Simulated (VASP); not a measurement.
# RbLa2Cl2 (I4/mmm) in VASP: further runs

RbLa2Cl2 is run at these levels: PBE; tasks: single point.

Everything below comes from runs of VASP 6.6.1. Logs are shortened: lines on timing, memory, paths and dates and some standing lists are left out, and cuts for length are marked.

### 1 The cell of the first run

Symmetry: I4/mmm, No. 139, tetragonal system. The conventional cell has a = 4.673 Å, b = 4.673 Å, c = 15.960 Å, α = 90.00°, β = 90.00°, γ = 90.00°. Rb (site symmetry 4/mmm) has 8 Cl at 3.80 Å and 8 La at 4.62 Å and 4 Rb at 4.67 Å within 5.0 Å. La (site symmetry -4m2) has 4 Cl at 3.15 Å and 4 La at 3.30 Å within 4.1 Å. Within 4.1 Å of Cl (site symmetry 4mm) lie 4 La at 3.15 Å and 1 Cl at 3.75 Å and 4 Rb at 3.80 Å.

The cell was built from a structure type or drawn by symmetry, and may not be a known phase.

### 2 Single point, PBE

Contents of INCAR:

```
SYSTEM = RbLa2Cl2
PREC = Accurate ; ENCUT = 520
EDIFF = 1E-6 ; ISMEAR = 0
SIGMA = 0.1 ; LREAL = .False.
LASPH = .True. ; NELM = 100
ALGO = Normal ; ISIF = 2
LWAVE = .False. ; LCHARG = .False.
GGA = PE ; NBANDS = 30
```

Contents of KPOINTS:

```
regular mesh
0
Gamma
  12 12 12
  0 0 0
```

Contents of POSCAR:

```
RbLa2Cl2
1.0
   -2.3366817795      2.3366817795      7.9799168934
    2.3366817795     -2.3366817795      7.9799168934
    2.3366817795      2.3366817795     -7.9799168934
Rb La Cl
1 2 2
Direct
    0.0000000000      0.0000000000      0.0000000000
    0.7500000000      0.2500000000      0.5000000000
    0.2500000000      0.7500000000      0.5000000000
    0.6176334486      0.6176334486      0.0000000000
    0.3823665514      0.3823665514      0.0000000000
```

Potentials or basis: VASP PAW PBE potentials, release 64 (Rb_sv, La, Cl).

Command:

```console
> cat potpaw_PBE.64/Rb_sv/POTCAR potpaw_PBE.64/La/POTCAR potpaw_PBE.64/Cl/POTCAR > POTCAR
> mpirun -np 1 vasp_std > vasp.out
```

OUTCAR:

```text
SYSTEM = RbLa2Cl2
   PREC = Accurate
   ENCUT = 520
   EDIFF = 1E-6
   ISMEAR = 0
   LREAL = .False.
   LASPH = .True.
   NELM = 100
   ISIF = 2
   GGA = PE

 ion  position               nearest neighbor table
   1  0.000  0.000  0.000-   4 3.80   4 3.80   5 3.80   4 3.80   5 3.80   5 3.80   4 3.80   5 3.80
                             2 4.62   3 4.62   2 4.62   3 4.62   2 4.62   2 4.62   3 4.62   3 4.62
   2  0.750  0.250  0.500-   5 3.15   4 3.15   5 3.15   4 3.15   3 3.30   3 3.30   3 3.30   3 3.30
                             1 4.62   1 4.62   1 4.62   1 4.62
   3  0.250  0.750  0.500-   5 3.15   4 3.15   5 3.15   4 3.15   2 3.30   2 3.30   2 3.30   2 3.30
                             1 4.62   1 4.62   1 4.62   1 4.62
   4  0.618  0.618  0.000-   3 3.15   2 3.15   2 3.15   3 3.15   1 3.80   1 3.80   1 3.80   1 3.80

   5  0.382  0.382  0.000-   2 3.15   3 3.15   3 3.15   2 3.15   1 3.80   1 3.80   1 3.80   1 3.80

  LATTYP: Found a body centered tetragonal cell.
 ALAT       =     4.6733635590
 C/A-ratio  =     3.4150636015

  Lattice vectors:

 A1 = (  -2.3366817795,   2.3366817795,   7.9799168934)
 A2 = (   2.3366817795,  -2.3366817795,   7.9799168934)
 A3 = (   2.3366817795,   2.3366817795,  -7.9799168934)

Analysis of symmetry for initial positions (statically):
=====================================================================
 Subroutine PRICEL returns:
 Original cell was already a primitive cell.

 Routine SETGRP: Setting up the symmetry group for a
 body centered tetragonal supercell.

 Subroutine GETGRP returns: Found 16 space group operations
 (whereof 16 operations were pure point group operations)
 out of a pool of 16 trial point group operations.

The static configuration has the point symmetry D_4h.

Analysis of symmetry for dynamics (positions and initial velocities):
=====================================================================
 Subroutine PRICEL returns:
 Original cell was already a primitive cell.

 Routine SETGRP: Setting up the symmetry group for a
 body centered tetragonal supercell.

 Subroutine GETGRP returns: Found 16 space group operations
 (whereof 16 operations were pure point group operations)
 out of a pool of 16 trial point group operations.

The dynamic configuration has the point symmetry D_4h.

 Subroutine INISYM returns: Found 16 space group operations
 (whereof 16 operations are pure point group operations),
 and found     1 'primitive' translations

----------------------------------------------------------------------------------------

                                     Primitive cell

  volume of cell :     174.2840

  direct lattice vectors                    reciprocal lattice vectors
    -2.336681780  2.336681780  7.979916893     0.000000000  0.213978645  0.062657294
     2.336681780 -2.336681780  7.979916893     0.213978645  0.000000000  0.062657294
     2.336681780  2.336681780 -7.979916893     0.213978645  0.213978645  0.000000000

  length of vectors
     8.637084989  8.637084989  8.637084989     0.222963667  0.222963667  0.302611501

  position of ions in fractional coordinates (direct lattice)
     0.000000000  0.000000000  0.000000000
     0.750000000  0.250000000  0.500000000
     0.250000000  0.750000000  0.500000000
     0.617633449  0.617633449  0.000000000
     0.382366551  0.382366551  0.000000000

  ion indices of the primitive-cell ions
   primitive index   ion index
                 1           1
                 2           2
                 3           3
                 4           4
                 5           5

----------------------------------------------------------------------------------------

 KPOINTS: regular mesh

Automatic generation of k-mesh.
 Grid dimensions read from file:
 generate k-points for:   12   12   12

 Generating k-lattice:

  Cartesian coordinates                     Fractional coordinates (reciprocal lattice)
     0.000000000  0.017831554  0.005221441     0.083333333  0.000000000  0.000000000
     0.017831554  0.000000000  0.005221441     0.000000000  0.083333333  0.000000000
     0.017831554  0.017831554  0.000000000     0.000000000  0.000000000  0.083333333

  Length of vectors
     0.018580306  0.018580306  0.025217625

  Shift w.r.t. Gamma in fractional coordinates (k-lattice)
     0.000000000  0.000000000  0.000000000

 Subroutine IBZKPT returns following result:
 ===========================================

 Found    163 irreducible k-points:

 Following reciprocal coordinates:
            Coordinates               Weight
  0.000000  0.000000  0.000000      1.000000
  0.083333 -0.000000  0.000000      8.000000
  0.166667 -0.000000  0.000000      8.000000
  0.250000 -0.000000  0.000000      8.000000
  0.333333  0.000000  0.000000      8.000000
  0.416667 -0.000000  0.000000      8.000000
[... 16 lines left out ...]
  0.500000  0.166667  0.000000     16.000000
 -0.416667  0.166667  0.000000     16.000000
 [... further k-points ...]
   k-points           NKPTS =    163   k-points in BZ     NKDIM =    163   number of bands    NBANDS=     30
   number of dos      NEDOS =    301   number of ions     NIONS =      5
   total plane-waves  NPLWV = 262144
   dimension x,y,z NGX =    64 NGY =   64 NGZ =   64
   dimension x,y,z NGXF=   128 NGYF=  128 NGZF=  128
   ions per type =               1   2   2
   NGX,Y,Z   is equivalent  to a cutoff of  12.32, 12.32, 12.32 a.u.
   NGXF,Y,Z  is equivalent  to a cutoff of  24.64, 24.64, 24.64 a.u.
 SYSTEM =  RbLa2Cl2
   PREC   = accura    normal or accurate (medium, high low for compatibility)
   ISTART =      0    job   : 0-new  1-cont  2-samecut
   ICHARG =      2    charge: 1-file 2-atom 10-const
   ISPIN  =      1    spin polarized calculation?
   LNONCOLLINEAR =      F non collinear calculations
   LSORBIT =      F    spin-orbit coupling
   LASPH  =      T    aspherical Exc in radial PAW
   ENCUT  =  520.0 eV  38.22 Ry    6.18 a.u.  16.06 16.06 16.06*2*pi/ulx,y,z
   NELM   =    100;   NELMIN=  2; NELMDL= -5     # of ELM steps
   EDIFF  = 0.1E-05   stopping-criterion for ELM
   LREAL  =      F    real-space projection
   EDIFFG = 0.1E-04   stopping-criterion for IOM
   NSW    =      0    number of steps for IOM
   IBRION =     -1    ionic relax: 0-MD 1-quasi-New 2-CG
   NFREE  =      0    steps in history (QN), initial steepest desc. (CG)
   ISIF   =      2    stress and relaxation
   ISYM   =      2    0-nonsym 1-usesym 2-fastsym
   POTIM  = 0.5000    time-step for ionic-motion
   TEBEG  =    0.0;   TEEND  =   0.0 temperature during run
   PSTRESS=    0.0 pullay stress
   NELECT =      45.0000    total number of electrons
   NUPDOWN=      -1.0000    fix difference up-down
   EMIN   =  10.00;   EMAX   =-10.00  energy-range for DOS
   EFERMI =   0.00;   METHOD = LEGACY
   ISMEAR =     0;   SIGMA  =   0.10  broadening in eV -4-tet -1-fermi 0-gaus
   EFERMI_NEDOS =   21; number of points for ismear=-14 and -15
   IALGO  =     38    algorithm
   IMIX   =      4    mixing-type and parameters
     AMIX     =   0.40;   BMIX     =  1.00
     AMIX_MAG =   1.60;   BMIX_MAG =  1.00
  volume/ion in A,a.u.               =      34.86       235.23
  Fermi-wavevector in a.u.,A,eV,Ry     =   1.042461  1.969966 14.785792  1.086725
  Thomas-Fermi vector in A             =   2.177127
   LORBIT       =      0    0 simple, 1 ext, 2 COOP (PROOUT), +10 PAW based schemes
   GGA     = PE    functional components
   LHFCALC =     F    Hartree Fock is set to
   AEXX    =    0.0000 exact exchange contribution
   IVDW    =     0    specifies the selected vdW correction
   LEPSILON=     F    determine dielectric tensor
   LRPA    =     F    only Hartree local field effects (RPA)
 non-spin polarized calculation
 Gauss-broadening in eV      SIGMA  =   0.10
  energy-cutoff  :      520.00
  volume of cell :      174.28
 maximum number of plane-waves:      4757
   NGX = 33   NGY = 33   NGZ = 33

 number of electron      44.9999999 magnetization

 Free energy of the ion-electron system (eV)
  ---------------------------------------------------
  ext. energy  EPLUGINS =         0.00000000
  ---------------------------------------------------
  free energy    TOTEN  =       -19.57992204 eV

  energy without entropy =      -19.55517822  energy(sigma->0) =      -19.56755013

 E-fermi :   5.3444     XC(G=0):  -8.3291

 val. band max:        5.3357143578   @ k =  -0.1667   0.2500   0.1667
 cond. band min:       5.3450866091   @ k =   0.5000  -0.0000   0.0000
 fundamental gap:      0.0093722514
 Fermi energy:         5.3444388003

 k-point     1 :       0.0000    0.0000    0.0000
  band No.  band energies     occupation
      1     -27.9587      2.00000
      2     -27.4649      2.00000
      3     -23.5356      2.00000
      4     -12.6549      2.00000
      5     -12.2551      2.00000
      6     -12.2551      2.00000
[... 22 lines left out ...]
     29       6.8776      0.00000
     30       6.9131      0.00000

 k-point     2 :       0.0833   -0.0000    0.0000
  band No.  band energies     occupation
      1     -27.9504      2.00000
      2     -27.4735      2.00000
      3     -23.5353      2.00000
      4     -12.6535      2.00000
      5     -12.2314      2.00000
      6     -12.2246      2.00000
[... 22 lines left out ...]
     29       6.9155      0.00000
     30       6.9288      0.00000

 k-point     3 :       0.1667   -0.0000    0.0000
  band No.  band energies     occupation
      1     -27.9263      2.00000
      2     -27.4987      2.00000
      3     -23.5346      2.00000
      4     -12.6425      2.00000
      5     -12.1613      2.00000
      6     -12.1409      2.00000
[... 22 lines left out ...]
     29       6.9054      0.00000
     30       6.9183      0.00000

 k-point     4 :       0.2500   -0.0000    0.0000
  band No.  band energies     occupation
      1     -27.8878      2.00000
      2     -27.5386      2.00000
      3     -23.5336      2.00000
      4     -12.6107      2.00000
      5     -12.0475      2.00000
      6     -12.0199      2.00000
[... 616 lines left out ...]
     29       6.7023      0.00000
     30       6.8444      0.00000

 k-point    23 :       0.5000    0.1667    0.0000
  band No.  band energies     occupation
      1     -27.7126      2.00000
      2     -27.7126      2.00000
      3     -23.5307      2.00000
      4     -12.5246      2.00000
      5     -12.4993      2.00000
      6     -11.7877      2.00000
[... 22 lines left out ...]
     29       6.7389      0.00000
     30       6.7703      0.00000

 k-point    24 :      -0.4167    0.1667    0.0000
  band No.  band energies     occupation
      1     -27.7680      2.00000
      2     -27.6572      2.00000
      3     -23.5310      2.00000
      4     -12.6066      2.00000
      5     -12.3887      2.00000
      6     -11.9246      2.00000
[... 22 lines left out ...]
     29       6.6887      0.00000
     30       6.8516      0.00000

 [... further k-points ...]

------------------------ aborting loop because EDIFF is reached ----------------------------------------

  FORCE on cell =-STRESS in cart. coord.  units (eV):
  Direction    XX          YY          ZZ          XY          YZ          ZX
  --------------------------------------------------------------------------------------
  -------------------------------------------------------------------------------------
  Total       -0.0383131     -0.0383131     -0.0579546      0.0000000      0.0000000      0.0000000
  in kB       -0.3522094     -0.3522094     -0.5327714      0.0000000      0.0000000      0.0000000
  external PRESSURE =      -0.4123967 kB  Pullay stress =       0.0000000 kB

 VOLUME and BASIS-vectors are now :
 -----------------------------------------------------------------------------
  energy-cutoff  :      520.00
  volume of cell :      174.28
      direct lattice vectors                 reciprocal lattice vectors
    -2.336681780  2.336681780  7.979916893     0.000000000  0.213978645  0.062657294
     2.336681780 -2.336681780  7.979916893     0.213978645  0.000000000  0.062657294
     2.336681780  2.336681780 -7.979916893     0.213978645  0.213978645  0.000000000

 POSITION                                       TOTAL-FORCE (eV/Angst)
 -----------------------------------------------------------------------------------
      0.00000      0.00000      0.00000        -0.000000     -0.000000      0.000000
      0.00000      2.33668      3.98996        -0.000000     -0.000000      0.000000
      2.33668      0.00000      3.98996        -0.000000     -0.000000      0.000000
      0.00000      0.00000      9.85733         0.000000      0.000000      0.006215
      0.00000      0.00000      6.10251         0.000000      0.000000     -0.006215
 -----------------------------------------------------------------------------------
    total drift:                               -0.000000     -0.000000     -0.000000

  FREE ENERGIE OF THE ION-ELECTRON SYSTEM (eV)
  ---------------------------------------------------
  free  energy   TOTEN  =       -19.5799220418 eV

  energy  without entropy=      -19.5551782226  energy(sigma->0) =      -19.56755013
```

It took 58 min on 1 thread of Intel Xeon Platinum 8259CL at 2.50GHz (Skylake/Cascade Lake), shared host; peak memory 1.2 GiB.

What came out:

```
Free energy            : -19.5799 eV
Pressure               : 0.0 GPa
Largest force          : 0.006 eV/Å
Band gap on the k mesh : zero (an odd number of electrons rules out a gap without spin polarisation)
```

Forces in eV/Å, atoms in the order of the input:
```
Rb   0.000  0.000  0.000
La   0.000  0.000  0.000
La   0.000  0.000  0.000
Cl   0.000  0.000  0.006
Cl   0.000  0.000 -0.006
```

Levels at points of the mesh, in eV from the Fermi level:
| k point | band 19 | band 20 | band 21 | band 22 | band 23 | band 24 | band 25 | band 26 |
| --- | --- | --- | --- | --- | --- | --- | --- | --- |
| (0.00, 0.00, 0.00) | -5.35 | -5.35 | -1.27 | -1.14 | -1.13 | -0.52 | 1.28 | 1.28 |
| (0.50, 0.00, 0.00) | -5.46 | -5.32 | -0.14 | 0.00 | 0.97 | 1.00 | 1.02 | 1.12 |
| (0.50, 0.50, 0.00) | -5.50 | -5.29 | -0.63 | -0.28 | -0.20 | -0.18 | 1.18 | 1.22 |
| (0.50, 0.50, 0.50) | -5.40 | -5.40 | -1.41 | -1.13 | -0.86 | 0.01 | 0.50 | 1.28 |

Caveat: spin-orbit coupling is left out, which moves the levels of the heavy elements; an odd number of electrons without spin polarisation forces a metal; a magnetic or distorted state may lie lower.

### 3 Single point, PBE

This run uses another cell than the first one, of 34.95 Å³/atom.

Contents of INCAR:

```
SYSTEM = RbLa2Cl2
  PREC = Accurate
  ENCUT = 520
  EDIFF = 1E-6
  ISMEAR = 0
  SIGMA = 0.1
  LREAL = .False.
  LASPH = .True.
  NELM = 100
  ALGO = Normal
  ISIF = 2
  LWAVE = .False.
  LCHARG = .True.
  GGA = PE
  LELF = .True.
  LVHAR = .True.
  NBANDS = 30
```

Contents of KPOINTS:

```
Automatic mesh
0
Gamma
  6 6 6
  0 0 0
```

Contents of POSCAR:

```
RbLa2Cl2
1.0
   -2.3401219419      2.3401219419      7.9769726592
    2.3401219419     -2.3401219419      7.9769726592
    2.3401219419      2.3401219419     -7.9769726592
Rb La Cl
1 2 2
Direct
    0.0000000000      0.0000000000      0.0000000000
    0.7500000000      0.2500000000      0.5000000000
    0.2500000000      0.7500000000      0.5000000000
    0.6174361284      0.6174361284      0.0000000000
    0.3825638716      0.3825638716      0.0000000000
```

Potentials or basis: VASP PAW PBE potentials, release 64 (Rb_sv, La, Cl).

Command:

```console
> cat potpaw_PBE.64/Rb_sv/POTCAR potpaw_PBE.64/La/POTCAR potpaw_PBE.64/Cl/POTCAR > POTCAR
> mpirun -np 1 vasp_std > vasp.out
```

Wall time 11 min (1 thread of Intel Xeon Platinum 8259CL at 2.50GHz (Skylake/Cascade Lake), shared host); peak memory 0.62 GiB.

It converged, with:

- Free energy: -19.5638 eV
- Pressure: -0.1 GPa
- Largest force: 0.022 eV/Å
- Band gap on the k mesh: zero (an odd number of electrons rules out a gap without spin polarisation)

Forces on the atoms (eV/Å):
```
Rb   0.000  0.000  0.000
La   0.000  0.000  0.000
La   0.000  0.000  0.000
Cl   0.000  0.000  0.022
Cl   0.000  0.000 -0.022
```

Stress tensor (GPa, compression positive):
```
-0.04  0.00  0.00
 0.00 -0.04  0.00
 0.00  0.00 -0.12
```

Levels at points of the mesh, in eV from the Fermi level:
```tsv
k point	band 19	band 20	band 21	band 22	band 23	band 24	band 25	band 26
(0.00, 0.00, 0.00)	-5.34	-5.34	-1.28	-1.14	-1.14	-0.51	1.27	1.28
(0.50, 0.00, 0.00)	-5.44	-5.31	-0.14	0.00	0.96	1.00	1.00	1.12
(0.50, 0.50, 0.00)	-5.48	-5.28	-0.63	-0.27	-0.21	-0.19	1.17	1.21
(0.50, 0.50, 0.50)	-5.39	-5.39	-1.40	-1.13	-0.86	0.02	0.51	1.27
```

Caveat: spin-orbit coupling is left out, which moves the levels of the heavy elements; an odd number of electrons without spin polarisation forces a metal; a magnetic or distorted state may lie lower.

### 4 Single point, PBE

This run uses another cell than the first one, of 29.58 Å³/atom.

Contents of INCAR:

```
PREC = Accurate ; ENCUT = 520
EDIFF = 1E-6 ; ISMEAR = 0
SIGMA = 0.1 ; LREAL = False
LASPH = True ; NELM = 80
ALGO = Normal ; ISIF = 2
LWAVE = False ; LCHARG = False
GGA = PE ; NBANDS = 30
```

Contents of KPOINTS:

```
Automatic mesh
0
Gamma
  6 6 6
```

Contents of POSCAR:

```
RbLa2Cl2
1.0
   -2.1726949300      2.1726949300      7.8331850400
    2.1726949300     -2.1726949300      7.8331850400
    2.1726949300      2.1726949300     -7.8331850400
Rb La Cl
1 2 2
Direct
    0.0000000000      0.0000000000      0.0000000000
    0.7500000000      0.2500000000      0.5000000000
    0.2500000000      0.7500000000      0.5000000000
    0.6479895700      0.6479895700      0.0000000000
    0.3520104300      0.3520104300      0.0000000000
```

Command:

```console
> cat potpaw_PBE.64/Rb_sv/POTCAR potpaw_PBE.64/La/POTCAR potpaw_PBE.64/Cl/POTCAR > POTCAR
> mpirun -np 1 vasp_std > vasp.out
```

Run time: 5.8 min. Hardware: 1 thread of Intel Xeon Platinum 8375C at 2.90GHz (Ice Lake), shared host; peak memory 0.67 GiB.

The run converged. Its results:

| Item | Value |
| --- | --- |
| Free energy | -17.2181 eV |
| Pressure | 14.9 GPa |
| Largest force | 3.537 eV/Å |
| Band gap on the k mesh | zero (an odd number of electrons rules out a gap without spin polarisation) |

Forces on the atoms (eV/Å):
```
Rb   0.000  0.000  0.000
La   0.000  0.000  0.000
La   0.000  0.000  0.000
Cl   0.000  0.000 -3.537
Cl   0.000  0.000  3.537
```

Stress tensor (GPa, compression positive):
```
16.13  0.00  0.00
 0.00 16.13  0.00
 0.00  0.00 12.46
```

Levels at points of the mesh, in eV from the Fermi level:
```tsv
k point	band 20	band 21	band 22	band 23	band 24	band 25	band 26	band 27
(0.00, 0.00, 0.00)	-6.07	-1.86	-1.06	-0.29	-0.19	0.92	1.48	1.94
(0.50, 0.00, 0.00)	-6.28	-0.58	-0.32	0.75	1.10	1.18	1.23	1.58
(0.50, 0.50, 0.00)	-6.03	-0.86	-0.52	-0.29	-0.26	1.29	1.50	1.55
(0.50, 0.50, 0.50)	-6.06	-1.86	-0.84	-0.15	0.03	0.18	1.17	1.47
```

Caveat: the cell stands under pressure; spin-orbit coupling is left out, which moves the levels of the heavy elements; an odd number of electrons without spin polarisation forces a metal; a magnetic or distorted state may lie lower.

### 5 Overview

| cell | k mesh | gap on the mesh (eV) | pressure (GPa) | largest force (eV/Å) |
| --- | --- | --- | --- | --- |
| a = 8.637 Å, angles 148.6, 148.6, 45.0°, 5 atoms, atomic positions A | 12 × 12 × 12 | none | 0.0 | 0.01 |
| a = 8.636 Å, angles 148.6, 148.6, 45.1°, 5 atoms, atomic positions A | 6 × 6 × 6 | none | -0.1 | 0.02 |
| a = 8.414 Å, angles 150.1, 150.1, 42.8°, 5 atoms, atomic positions B | 6 × 6 × 6 | none | 14.9 | 3.54 |

Alike in all rows: task single point; level PBE; potentials or basis VASP PAW PBE potentials, release 64 (Rb_sv, La, Cl); no spin polarisation; cutoff (eV) 520; smearing gaussian 0.1 eV.

Caveats: spin-orbit coupling is left out, which moves the levels of the heavy elements; an odd number of electrons without spin polarisation forces a metal; a magnetic or distorted state may lie lower; the cell stands under pressure (at least some runs).

Total energies depend on the potentials used, so only differences within one code and one set of settings carry meaning.
